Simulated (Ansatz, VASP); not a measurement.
# Two plane-wave programs on InP

```xyz
2
Lattice="0.0000 2.6128 2.9478 2.6128 0.0000 2.9478 2.6128 2.6128 0.0000" Properties=species:S:1:pos:R:3 pbc="T T T"
In    0.0000    0.0000    0.0000
P     2.6128    2.6128    2.9478
```

Alike in both runs: task single point; functional PBE; k mesh 20 × 20 × 20; occupations gaussian, width 0.15 eV; no spin polarisation.

```csv
,VASP,Ansatz
version,VASP 6.6.1,Ansatz 0.2.0
potentials or method,"VASP PAW PBE potentials, release 64 (In_d, P), cutoff 520 eV","scalar-relativistic, plane waves, PAW"
valence electrons in the cell,18,18
```

Ansatz gave:

* gap on the k mesh at the Fermi level (eV): none
* pressure (GPa): 6.9
* traceless stress, the component that is largest in VASP (GPa): -9.13

What did VASP give for the same quantities?

gap on the k mesh at the Fermi level (eV): none; pressure (GPa): 6.8; traceless stress, the component that is largest in VASP (GPa): -9.09.

A gap of «none» marks a metal or a gap that the smearing closes. With one functional, cell and mesh, what is left measures potentials, basis and numerics.
